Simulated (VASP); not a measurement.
MgBe:

```xyz
2
Lattice="3.1654 0.0000 0.0000 0.0000 3.1654 0.0000 0.0000 0.0000 3.1654" Properties=species:S:1:pos:R:3 pbc="T T T"
Mg    1.5827    1.5827    1.5827
Be    0.0000    0.0000    0.0000
```

* Program: VASP 6.6.1
* Task: relaxation of cell and atoms
* Functional: PBE
* Potentials or basis: VASP PAW PBE potentials, release 64 (Mg, Be)
* Cutoff: 600 eV
* k mesh: 14 × 14 × 14
* Occupations: gaussian, width 0.1 eV
* Spin: no spin polarisation

At the start: pressure -4.1 GPa; volume 15.86 Å³/atom.

Q: How do energy, volume and symmetry change on relaxing?

A: Over 3 steps the energy falls by 16.3 meV/atom and the volume is 14.68 Å³/atom (-7.4 %); space group Pm-3m (No. 221, to 0.1 Å) before and after.

Step by step:
```csv
step,energy change (eV),largest force (eV/Å),pressure (GPa),volume (Å³)
1,0.0000,0.0000,-4.13,31.72
2,-0.0308,0.0000,-1.09,29.88
3,-0.0326,0.0000,-0.05,29.36
```

Final structure:
```yaml
crystal:
  lattice:
    - [3.08496, 0.00000, 0.00000]
    - [0.00000, 3.08496, 0.00000]
    - [0.00000, 0.00000, 3.08496]
  atoms:
    - { symbol: Mg, position: [0.50000, 0.50000, 0.50000] }
    - { symbol: Be, position: [0.00000, 0.00000, 0.00000] }
```
